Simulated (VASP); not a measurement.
Here is a VASP 6.6.1 calculation.

The input INCAR:

```
PREC = Accurate
ENCUT = 500
EDIFF = 1E-6
ISMEAR = 0
SIGMA = 0.026000000000000002
LREAL = False
LASPH = True
NELM = 120
ALGO = Normal
ISIF = 2
LWAVE = False
LCHARG = True
GGA = PE
LELF = True
LVHAR = True
NBANDS = 12
GGA_COMPAT = False
```

Contents of KPOINTS:

```
regular mesh
0
Gamma
  11 11 11
```

Contents of POSCAR:

```
Nb
1.0
   -1.6639500000      1.6639500000      1.6639500000
    1.6639500000     -1.6639500000      1.6639500000
    1.6639500000      1.6639500000     -1.6639500000
Nb
1
Direct
    0.0000000000      0.0000000000      0.0000000000
```

Potentials or basis: VASP PAW PBE potentials, release 64 (Nb_sv).

Run with:

```console
$ cat potpaw_PBE.64/Nb_sv/POTCAR > POTCAR
$ mpirun -np 1 vasp_std > vasp.out
```

Predict the pressure.

-2.1 GPa.
